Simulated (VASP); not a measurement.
# Si in VASP: further runs

Runs on Si. Level: r2SCAN. Tasks: single point, relaxation of cell and atoms.

All numbers are computed with VASP 6.6.1; they aren't measurements. Logs are shortened: lines on timing, memory, paths and dates and some standing lists are left out, and cuts for length are marked.

## 1. The cell of the first run

It takes space group I4_1/amd (No. 141, tetragonal). Conventional cell: a = 3.888 Å, b = 3.888 Å, c = 5.411 Å, α = 90.00°, β = 90.00°, γ = 90.00°. Si (site symmetry -4m2) has 4 Si at 2.37 Å within 3.1 Å.

## 2. Single point, r2SCAN (in-plane strain +0.01)

POSCAR

```
Si
1.0
    2.7492940993      2.7492940993      0.0000000000
   -2.7492940993      2.7492940993      0.0000000000
    0.0000000000      2.7492940993      2.7057409255
Si
2
Direct
    0.2500000000      0.7500000000      0.5000000000
    0.0000000000      0.0000000000      0.0000000000
```

INCAR.step1

```
PREC     = Accurate       # precision mode
ENCUT    = 520            # plane-wave cutoff, eV
ISMEAR   = 0              # smearing method
SIGMA    = 0.01           # smearing width, eV
LREAL    = F              # projectors in reciprocal space
LASPH    = T              # aspherical terms in the spheres
NELM     = 100            # most SCF steps
NBANDS   = 11             # bands
GGA      = PE             # functional
ALGO     = Normal         # electronic algorithm
EDIFF    = 1E-4           # SCF threshold, eV
LWAVE    = T              # write WAVECAR
LCHARG   = F              # write CHGCAR
```

INCAR.step2

```
PREC     = Accurate       # precision mode
ENCUT    = 520            # plane-wave cutoff, eV
EDIFF    = 1E-6           # SCF threshold, eV
ISMEAR   = 0              # smearing method
SIGMA    = 0.01           # smearing width, eV
LREAL    = F              # projectors in reciprocal space
LASPH    = T              # aspherical terms in the spheres
NELM     = 100            # most SCF steps
ALGO     = Normal         # electronic algorithm
ISIF     = 2              # what is computed and relaxed
LWAVE    = F              # write WAVECAR
LCHARG   = F              # write CHGCAR
METAGGA  = R2SCAN         # meta-GGA
LMIXTAU  = T            
NBANDS   = 11             # bands
ISTART   = 1
```

KPOINTS

```
Automatic mesh
0
Gamma
  8 8 8
```

Potentials or basis: VASP PAW PBE potentials, release 64 (Si).

Run with:

```
$ cat potpaw_PBE.64/Si/POTCAR > POTCAR
$ cp INCAR.step1 INCAR
$ mpirun -np 1 vasp_std > vasp.out
$ cp INCAR.step2 INCAR
$ mpirun -np 1 vasp_std > vasp.out
```

OUTCAR:

```text
PREC = Accurate
   ENCUT = 520
   EDIFF = 1E-6
   ISMEAR = 0
   LREAL = F
   LASPH = T
   NELM = 100
   ISIF = 2
   METAGGA = R2SCAN
   ISTART = 1

 ion  position               nearest neighbor table
   1  0.250  0.750  0.500-   2 2.37   2 2.37   2 2.37   2 2.37
   2  0.000  0.000  0.000-   1 2.37   1 2.37   1 2.37   1 2.37

  LATTYP: Found a body centered tetragonal cell.
 ALAT       =     3.8880890022
 C/A-ratio  =     1.3918101792

  Lattice vectors:

 A1 = (   2.7492940993,   0.0000000000,  -2.7057409255)
 A2 = (  -2.7492940993,   0.0000000000,  -2.7057409255)
 A3 = (   0.0000000000,   2.7492940993,   2.7057409255)

Analysis of symmetry for initial positions (statically):
=====================================================================
 Subroutine PRICEL returns:
 Original cell was already a primitive cell.

 Routine SETGRP: Setting up the symmetry group for a
 body centered tetragonal supercell.

 Subroutine GETGRP returns: Found 16 space group operations
 (whereof  8 operations were pure point group operations)
 out of a pool of 16 trial point group operations.

The static configuration has the point symmetry D_2d.
 The point group associated with its full space group is D_4h.

Analysis of symmetry for dynamics (positions and initial velocities):
=====================================================================
 Subroutine PRICEL returns:
 Original cell was already a primitive cell.

 Routine SETGRP: Setting up the symmetry group for a
 body centered tetragonal supercell.

 Subroutine GETGRP returns: Found 16 space group operations
 (whereof  8 operations were pure point group operations)
 out of a pool of 16 trial point group operations.

The dynamic configuration has the point symmetry D_2d.
 The point group associated with its full space group is D_4h.

 Subroutine INISYM returns: Found 16 space group operations
 (whereof  8 operations are pure point group operations),
 and found     1 'primitive' translations

----------------------------------------------------------------------------------------

                                     Primitive cell

  volume of cell :      40.9033

  direct lattice vectors                    reciprocal lattice vectors
     2.749294099  2.749294099  0.000000000     0.181864865  0.181864865 -0.184792267
    -2.749294099  2.749294099  0.000000000    -0.181864865  0.181864865 -0.184792267
     0.000000000  2.749294099  2.705740925     0.000000000  0.000000000  0.369584534

  length of vectors
     3.888089002  3.888089002  3.857415197     0.316698343  0.316698343  0.369584534

  position of ions in fractional coordinates (direct lattice)
     0.250000000  0.750000000  0.500000000
     0.000000000  0.000000000  0.000000000

  ion indices of the primitive-cell ions
   primitive index   ion index
                 1           1
                 2           2

----------------------------------------------------------------------------------------

 KPOINTS: Automatic mesh

Automatic generation of k-mesh.
 Grid dimensions read from file:
 generate k-points for:    8    8    8

 Generating k-lattice:

  Cartesian coordinates                     Fractional coordinates (reciprocal lattice)
     0.022733108  0.022733108 -0.023099033     0.125000000  0.000000000 -0.000000000
    -0.022733108  0.022733108 -0.023099033     0.000000000  0.125000000 -0.000000000
     0.000000000  0.000000000  0.046198067     0.000000000  0.000000000  0.125000000

  Length of vectors
     0.039587293  0.039587293  0.046198067

  Shift w.r.t. Gamma in fractional coordinates (k-lattice)
     0.000000000  0.000000000  0.000000000

 Subroutine IBZKPT returns following result:
 ===========================================

 Found     59 irreducible k-points:

 Following reciprocal coordinates:
            Coordinates               Weight
  0.000000  0.000000  0.000000      1.000000
  0.125000  0.000000  0.000000      8.000000
  0.250000  0.000000  0.000000      8.000000
  0.375000  0.000000  0.000000      8.000000
  0.500000  0.000000  0.000000      4.000000
[... 51 lines left out ...]
      8      12.8807      0.00000
      9      13.1113      0.00000
     10      13.1865      0.00000
     11      15.1564      0.00000

 k-point     4 :       0.3750    0.0000    0.0000
  band No.  band energies     occupation
      1      -5.1048      2.00000
      2      -0.5912      2.00000
      3       4.3166      2.00000
      4       4.4624      2.00000
      5       7.4467      0.00000
      6       9.1745      0.00000
      7       9.2930      0.00000
      8      13.9712      0.00000
      9      14.5305      0.00000
     10      14.6323      0.00000
     11      15.8112      0.00000

 k-point     5 :       0.5000    0.0000    0.0000
  band No.  band energies     occupation
      1      -4.4534      2.00000
      2      -1.6408      2.00000
      3       4.1935      2.00000
      4       4.3489      2.00000
      5       7.3175      0.00000
      6       9.0600      0.00000
      7       9.1937      0.00000
      8      13.8286      0.00000
      9      16.5319      0.00000
     10      16.7242      0.00000
     11      17.2823      0.00000
[... 211 lines left out ...]
 k-point    21 :       0.5000    0.5000    0.0000
  band No.  band energies     occupation
      1      -2.5946      2.00000
      2      -2.5946      2.00000
      3       2.6132      2.00000
      4       2.6132      2.00000
      5       6.5297      0.00000
      6       6.5297      0.00000
      7      16.1707      0.00000
      8      16.1707      0.00000
      9      17.0988      0.00000
     10      17.0988      0.00000
     11      18.6111      0.00000

 k-point    22 :       0.0000    0.0000    0.1250
  band No.  band energies     occupation
      1      -6.5640      2.00000
      2       4.2411      2.00000
      3       4.6487      2.00000
      4       4.6487      2.00000
      5       7.6780      0.00000
      6       9.4789      0.00000
      7       9.4789      0.00000
      8      10.2748      0.00000
      9      12.6359      0.00000
     10      13.8160      0.00000
     11      15.2456      0.00000

 k-point    23 :       0.2500    0.0000    0.1250
  band No.  band energies     occupation
      1      -6.2977      2.00000
      2       2.7763      2.00000
      3       3.9247      2.00000
      4       5.1526      2.00000
      5       8.7503      0.00000
      6       8.8784      0.00000
      7       9.2189      0.00000
      8      11.4915      0.00000
      9      12.1860      0.00000
     10      13.9293      0.00000
     11      15.9525      0.00000

 k-point    24 :       0.3750    0.0000    0.1250
  band No.  band energies     occupation
      1      -5.5687      2.00000
      2       0.7857      2.00000
      3       3.2267      2.00000
      4       4.6374      2.00000
      5       8.4389      0.00000
      6       9.4410      0.00000
      7       9.7386      0.00000
      8      12.2880      0.00000
      9      12.3792      0.00000
     10      15.9444      0.00000
     11      16.1651      0.00000

 [... further k-points ...]

------------------------ aborting loop because EDIFF is reached ----------------------------------------

  FORCE on cell =-STRESS in cart. coord.  units (eV):
  Direction    XX          YY          ZZ          XY          YZ          ZX
  --------------------------------------------------------------------------------------
  -------------------------------------------------------------------------------------
  Total       -0.5333418     -0.5333418     -0.1090403      0.0000000      0.0000000      0.0000000
  in kB      -20.8909227    -20.8909227     -4.2710925      0.0000000      0.0000000      0.0000000
  external PRESSURE =     -15.3509793 kB  Pullay stress =       0.0000000 kB

 VOLUME and BASIS-vectors are now :
 -----------------------------------------------------------------------------
  energy-cutoff  :      520.00
  volume of cell :       40.90
      direct lattice vectors                 reciprocal lattice vectors
     2.749294099  2.749294099  0.000000000     0.181864865  0.181864865 -0.184792267
    -2.749294099  2.749294099  0.000000000    -0.181864865  0.181864865 -0.184792267
     0.000000000  2.749294099  2.705740925     0.000000000  0.000000000  0.369584534

 POSITION                                       TOTAL-FORCE (eV/Angst)
 -----------------------------------------------------------------------------------
     -1.37465      4.12394      1.35287         0.000000      0.000000      0.000000
      0.00000      0.00000      0.00000        -0.000000     -0.000000      0.000000
 -----------------------------------------------------------------------------------
    total drift:                               -0.000000      0.000000     -0.000000

  FREE ENERGIE OF THE ION-ELECTRON SYSTEM (eV)
  ---------------------------------------------------
  free  energy   TOTEN  =       -17.5417512768 eV

  energy  without entropy=      -17.5417512768  energy(sigma->0) =      -17.54175128
```

Wall time 1.9 min (1 thread of Intel Xeon 8259CL, shared host); peak memory 0.17 GiB.

Results:

```
Free energy            : -17.5418 eV
Pressure               : -1.5 GPa
Band gap on the k mesh : 0.67 eV (least direct gap 2.63 eV)
```

Caveat: the cell differs from its parent crystal (in-plane strain +0.01); the PAW data sets were made with another functional, which shifts forces and pressure a little. A k mesh can miss the band edges.

## 3. Single point, r2SCAN (film at in-plane strain +0.01)

POSCAR: that of step 2 with these lines changed.

```diff
@@ -4,3 +4,3 @@
    -2.7492940993      2.7492940993      0.0000000000
-    0.0000000000      2.7492940993      2.7057409255
+    0.0000000000      2.7492940993      2.7023280644
 Si
```

INCAR.step1

```
SYSTEM = Si
  PREC = Accurate
  ENCUT = 520
  ISMEAR = 0
  SIGMA = 0.01
  LREAL = .False.
  LASPH = .True.
  NELM = 100
  NBANDS = 11
  GGA = PE
  ALGO = Normal
  EDIFF = 1E-4
  LWAVE = .True.
  LCHARG = .False.
```

INCAR.step2

```
SYSTEM = Si
  PREC = Accurate
  ENCUT = 520
  EDIFF = 1E-6
  ISMEAR = 0
  SIGMA = 0.01
  LREAL = .False.
  LASPH = .True.
  NELM = 100
  ALGO = Normal
  ISIF = 2
  LWAVE = .False.
  LCHARG = .False.
  METAGGA = R2SCAN
  LMIXTAU = .True.
  NBANDS = 11
  ISTART = 1
```

KPOINTS

```
regular mesh
0
Gamma
  8 8 8
  0 0 0
```

Potentials or basis: VASP PAW PBE potentials, release 64 (Si).

Run with:

```
$ cat potpaw_PBE.64/Si/POTCAR > POTCAR
$ cp INCAR.step1 INCAR
$ mpirun -np 1 vasp_std > vasp.out
$ cp INCAR.step2 INCAR
$ mpirun -np 1 vasp_std > vasp.out
```

It took 1.8 min on 1 thread of Intel Xeon 8259CL, shared host; peak memory 0.17 GiB.

Results (log left out):

```yaml
Free_energy: -17.5419 eV
Pressure: -1.4 GPa
Band_gap_on_the_k_mesh: 0.65 eV (least direct gap 2.62 eV)
```

Stress tensor (GPa, compression positive):
```
-2.02  0.00  0.00
 0.00 -2.02  0.00
 0.00  0.00 -0.23
```

Levels at points of the mesh, in eV from the valence-band top:
| k point | band 2 | band 3 | band 4 | band 5 | band 6 | band 7 |
| --- | --- | --- | --- | --- | --- | --- |
| (0.00, 0.00, 0.00) | -0.13 | -0.13 | 0.00 | 2.62 | 2.69 | 2.69 |
| (0.50, 0.00, 0.00) | -7.26 | -1.42 | -1.25 | 1.71 | 3.45 | 3.59 |
| (0.50, 0.50, 0.00) | -8.21 | -3.00 | -3.00 | 0.92 | 0.92 | 10.57 |
| (0.00, 0.00, 0.50) | -8.11 | -3.13 | -3.13 | 0.78 | 0.78 | 10.60 |

Caveat: the cell differs from its parent crystal (film at in-plane strain +0.01); the PAW data sets were made with another functional, which shifts forces and pressure a little. A k mesh can miss the band edges.

## 4. Single point, r2SCAN (in-plane strain +0.02)

POSCAR

```
Si
1.0
    2.7765148330      2.7765148330      0.0000000000
   -2.7765148330      2.7765148330      0.0000000000
    0.0000000000      2.7765148330      2.6894084853
Si
2
Direct
    0.2500000000      0.7500000000      0.5000000000
    0.0000000000      0.0000000000      0.0000000000
```

INCAR.step1

```
PREC = Accurate
ENCUT = 520
ISMEAR = 0
SIGMA = 0.01
LREAL = False
LASPH = True
NELM = 60
NBANDS = 11
GGA = PE
ALGO = Normal
EDIFF = 1E-4
LWAVE = True
LCHARG = False
```

INCAR.step2

```
PREC = Accurate
ENCUT = 520
EDIFF = 1E-6
ISMEAR = 0
SIGMA = 0.01
LREAL = False
LASPH = True
NELM = 60
ALGO = Normal
ISIF = 2
LWAVE = False
LCHARG = False
METAGGA = R2SCAN
LMIXTAU = True
NBANDS = 11
ISTART = 1
```

KPOINTS

```
Automatic mesh
0
Gamma
  8 8 8
```

Run with:

```
$ cat potpaw_PBE.64/Si/POTCAR > POTCAR
$ cp INCAR.step1 INCAR
$ mpirun -np 1 vasp_std > vasp.out
$ cp INCAR.step2 INCAR
$ mpirun -np 1 vasp_std > vasp.out
```

Wall time 95 s (1 thread of Intel Xeon 8259CL, shared host); peak memory 0.17 GiB.

Results (log left out):

* Free energy: -17.5275 eV
* Pressure: -2.8 GPa
* Band gap on the k mesh: 0.51 eV (least direct gap 2.50 eV)

Stress tensor (GPa, compression positive):
```
-3.83  0.00  0.00
 0.00 -3.83  0.00
 0.00  0.00 -0.61
```

Levels at points of the mesh, in eV from the valence-band top:
| k point | band 2 | band 3 | band 4 | band 5 | band 6 | band 7 |
| --- | --- | --- | --- | --- | --- | --- |
| (0.00, 0.00, 0.00) | -0.23 | -0.23 | 0.00 | 2.50 | 2.64 | 2.64 |
| (0.50, 0.00, 0.00) | -7.25 | -1.54 | -1.24 | 1.56 | 3.33 | 3.61 |
| (0.50, 0.50, 0.00) | -8.26 | -2.98 | -2.98 | 0.92 | 0.92 | 10.26 |
| (0.00, 0.00, 0.50) | -8.07 | -3.23 | -3.23 | 0.66 | 0.66 | 10.38 |

Caveat: the cell differs from its parent crystal (in-plane strain +0.02); the PAW data sets were made with another functional, which shifts forces and pressure a little.

## 5. Single point, r2SCAN

This run uses another cell than the first one, of 20.17 Å³/atom.

POSCAR

```
Si
1.0
    2.7220733657      2.7220733657      0.0000000000
   -2.7220733657      2.7220733657      0.0000000000
    0.0000000000      2.7220733657      2.7220733657
Si
2
Direct
    0.2500000000      0.7500000000      0.5000000000
    0.0000000000      0.0000000000      0.0000000000
```

INCAR.step1

```
PREC = Accurate
ENCUT = 520
ISMEAR = -1
SIGMA = 0.1
LREAL = False
LASPH = True
NELM = 80
NBANDS = 11
GGA = PE
ALGO = Normal
EDIFF = 1E-4
LWAVE = True
LCHARG = False
```

INCAR.step2

```
PREC = Accurate
ENCUT = 520
EDIFF = 1E-7
ISMEAR = -1
SIGMA = 0.1
LREAL = False
LASPH = True
NELM = 80
ALGO = Normal
ISIF = 2
LWAVE = False
LCHARG = False
METAGGA = R2SCAN
LMIXTAU = True
NBANDS = 11
ISTART = 1
```

KPOINTS

```
regular mesh
0
Gamma
  12 12 12
```

Run with:

```
$ cat potpaw_PBE.64/Si/POTCAR > POTCAR
$ cp INCAR.step1 INCAR
$ mpirun -np 1 vasp_std > vasp.out
$ cp INCAR.step2 INCAR
$ mpirun -np 1 vasp_std > vasp.out
```

Run time: 2.3 min. Hardware: 1 thread of Intel Xeon 8259CL, shared host; peak memory 0.18 GiB.

Results (log left out):

- Free energy: -17.5504 eV
- Pressure: -0.2 GPa
- Band gap on the k mesh: 0.79 eV (least direct gap 2.76 eV)

Levels at points of the mesh, in eV from the valence-band top:
```csv
k point,band 1,band 2,band 3,band 4,band 5,band 6,band 7,band 8,band 9
"(0.00, 0.00, 0.00)",-12.47,0.00,0.00,0.00,2.76,2.76,2.76,3.90,8.12
"(0.50, 0.00, 0.00)",-10.04,-7.23,-1.27,-1.27,1.86,3.59,3.59,8.33,11.14
"(0.50, 0.50, 0.00)",-8.13,-8.13,-2.99,-2.99,0.93,0.93,10.81,10.81,11.60
```

Caveat: the PAW data sets were made with another functional, which shifts forces and pressure a little. A k mesh can miss the band edges.

## 6. Relaxation of cell and atoms, r2SCAN

This run uses another cell than the first one, of 19.98 Å³/atom.

POSCAR

```
Si
1.0
    2.7135600000      2.7135600000      0.0000000000
   -2.7135600000      2.7135600000      0.0000000000
    0.0000000000      2.7135600000      2.7135600000
Si
2
Direct
    0.2500000000      0.7500000000      0.5000000000
    0.0000000000      0.0000000000      0.0000000000
```

INCAR.step1

```
ALGO = Normal
EDIFF = 1E-4
ENCUT = 600
GGA = PE
ISMEAR = -1
LASPH = True
LCHARG = False
LREAL = False
LWAVE = True
NELM = 80
PREC = Accurate
SIGMA = 0.1
```

INCAR.step2

```
ALGO = Normal
EDIFF = 1E-6
EDIFFG = -0.002
ENCUT = 600
IBRION = 2
ISIF = 3
ISMEAR = -1
ISTART = 1
LASPH = True
LCHARG = False
LMIXTAU = True
LREAL = False
LWAVE = False
METAGGA = R2SCAN
NELM = 80
NSW = 100
PREC = Accurate
SIGMA = 0.1
```

KPOINTS

```
k-points
0
Gamma
  12 12 12
```

Potentials or basis: VASP PAW PBE potentials, release 64 (Si).

Run with:

```
$ cat potpaw_PBE.64/Si/POTCAR > POTCAR
$ cp INCAR.step1 INCAR
$ mpirun -np 1 vasp_std > vasp.out
$ cp INCAR.step2 INCAR
$ mpirun -np 1 vasp_std > vasp.out
```

It took 2.8 min on 1 thread of Intel Xeon 8259CL, shared host; peak memory 0.19 GiB.

The run converged. Its results:

```
Free energy                           : -17.5501 eV
Relaxed volume                        : 20.12 Å³/atom
Relaxed cell                          : a = 3.846 Å, b = 3.846 Å, c = 3.846 Å, α = 60.00°, β = 60.00°, γ = 90.00°
Space group after relaxing (to 0.1 Å) : Fd-3m (No. 227)
Energy gained by relaxing             : 0.3 meV/atom
Ionic steps                           : 3
Pressure after relaxing               : 0.0 GPa
Band gap on the k mesh                : 0.78 eV (least direct gap 2.76 eV)
```

Step by step:
```tsv
step	energy change (eV)	largest force (eV/Å)	pressure (GPa)	volume (Å³)
1	0.0000	0.0000	0.69	39.96
2	-0.0002	0.0000	-0.52	40.46
3	-0.0006	0.0000	0.00	40.24
```

Final structure:
```xyz
2
Lattice="2.7198 2.7198 0.0000 -2.7198 2.7198 0.0000 0.0000 2.7198 2.7198" Properties=species:S:1:pos:R:3 pbc="T T T"
Si   -1.3599    4.0798    1.3599
Si    0.0000    0.0000    0.0000
```

Levels at points of the mesh, in eV from the valence-band top:
```
           k point  band 2  band 3  band 4  band 5  band 6  band 7
(0.00, 0.00, 0.00)    0.00    0.00    0.00    2.76    2.76    2.76
(0.50, 0.00, 0.00)   -7.24   -1.27   -1.27    1.87    3.59    3.59
(0.50, 0.50, 0.00)   -8.14   -3.00   -3.00    0.93    0.93   10.84
```

Caveat: the PAW data sets were made with another functional, which shifts forces and pressure a little. Zero-point motion and thermal expansion aren't in these numbers.

## 7. Overview

| task | cell | k mesh | cutoff (eV) | smearing | gap on the mesh (eV) | pressure (GPa) |
| --- | --- | --- | --- | --- | --- | --- |
| single point | a = 3.888, b = 3.888, c = 3.857 Å, angles 59.7, 59.7, 90.0°, 2 atoms | 8 × 8 × 8 | 520 | gaussian 0.01 eV | 0.67 | -1.5 |
| single point | a = 3.888, b = 3.888, c = 3.855 Å, angles 59.7, 59.7, 90.0°, 2 atoms | 8 × 8 × 8 | 520 | gaussian 0.01 eV | 0.65 | -1.4 |
| single point | a = 3.927, b = 3.927, c = 3.865 Å, angles 59.5, 59.5, 90.0°, 2 atoms | 8 × 8 × 8 | 520 | gaussian 0.01 eV | 0.51 | -2.8 |
| single point | a = 3.850 Å, angles 60.0, 60.0, 90.0°, 2 atoms | 12 × 12 × 12 | 520 | fermi-dirac 0.1 eV | 0.79 | -0.2 |
| relaxation of cell and atoms | relaxed from a = 3.838 Å, angles 60.0, 60.0, 90.0°, 2 atoms | 12 × 12 × 12 | 600 | fermi-dirac 0.1 eV | 0.78 | 0.0 |

Alike in all rows: level r2SCAN; potentials or basis VASP PAW PBE potentials, release 64 (Si); no spin polarisation.

Caveats: the PAW data sets were made with another functional, which shifts forces and pressure a little.

Total energies depend on the potentials used, so only differences within one code and one set of settings carry meaning.
